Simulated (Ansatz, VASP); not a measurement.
TiAl in VASP and in Ansatz

```
Ti Al
1.0
     2.92473    0.00000    0.00000
     0.00000    3.50324    0.00000
     0.00000    0.00000    3.15608
Ti Al
1 1
Cartesian
  0.0000 0.0000 0.0000
  1.4624 1.7516 1.5780
```

Change from the starting cell: normal strain along x -0.0733, normal strain along y +0.1100.

Alike in both runs: task single point; functional PBEsol; k mesh 14 × 14 × 14; occupations gaussian, width 0.15 eV; no spin polarisation.

|  | VASP | Ansatz |
| --- | --- | --- |
| version | VASP 6.6.1 | Ansatz 0.2.0 |
| potentials or method | VASP PAW PBE potentials, release 64 (Ti_sv, Al), cutoff 520 eV | scalar-relativistic, plane waves, PAW |
| valence electrons in the cell | 15 | 15 |

Ansatz gave:

- gap on the k mesh at the Fermi level (eV): none
- pressure (GPa): -2.8
- traceless stress, the component that is largest in VASP (GPa): 5.23

**Question.** Which values does VASP return?

**Answer.** gap on the k mesh at the Fermi level (eV): none; pressure (GPa): -2.7; traceless stress, the component that is largest in VASP (GPa): 5.22.

VASP's potentials were made for PBE, not for PBEsol, and Ansatz warns of the same on its side. A gap of «none» marks a metal or a gap that the smearing closes. With one functional, cell and mesh, what is left measures potentials, basis and numerics.
